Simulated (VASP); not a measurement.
Write the native input for VASP 6.6.1 that does the following.

```yaml
Task: single point
Functional: PBEsol
Potentials_or_basis: VASP PAW PBE potentials, release 64 (Pb_d, S)
Cutoff: 520 eV
k_mesh: 6 × 6 × 1
Occupations: gaussian, width 0.01 eV
Spin: no spin polarisation
Dipole_correction: no
Further_INCAR_settings: ALGO = Normal; EDIFF = 1e-06; NBANDS = 28
```

The structure of PbS lies in POSCAR:

```
PbS
1.0
    2.9828240000     -2.9853070000      0.0000000000
    2.9828240000      2.9853070000      0.0000000000
   -2.0983280000      0.0000000000     22.2066720000
Pb S
2 2
Direct
    0.7325610000      0.7221170000      0.9356980000
    0.2778830000      0.2674390000      0.0643020000
    0.2459460000      0.2157900000      0.9443730000
    0.7842100000      0.7540540000      0.0556270000
```

One way to write it, as run:

INCAR

```
ALGO = Normal
EDIFF = 1E-6
ENCUT = 520
GGA = PS
ISIF = 2
ISMEAR = 0
LASPH = True
LCHARG = False
LREAL = False
LWAVE = False
NBANDS = 28
NELM = 60
PREC = Accurate
SIGMA = 0.01
```

KPOINTS

```
k-points
0
Gamma
  6 6 1
```

Potentials or basis: VASP PAW PBE potentials, release 64 (Pb_d, S).

Command:

```console
$ cat potpaw_PBE.64/Pb_d/POTCAR potpaw_PBE.64/S/POTCAR > POTCAR
$ mpirun -np 1 vasp_std > vasp.out
```

It gave:

* Largest force: 0.164 eV/Å
* Band gap on the k mesh: 2.06 eV, indirect (least direct gap 2.15 eV)

Caveat: the PAW data sets were made with another functional, which shifts forces and pressure a little; spin-orbit coupling is left out, which moves the levels of the heavy elements.

Run time: 2.4 min on 1 thread of AMD EPYC 7R43 64-Core Processor (Zen 3), with other jobs on the host, peak memory 0.45 GiB.
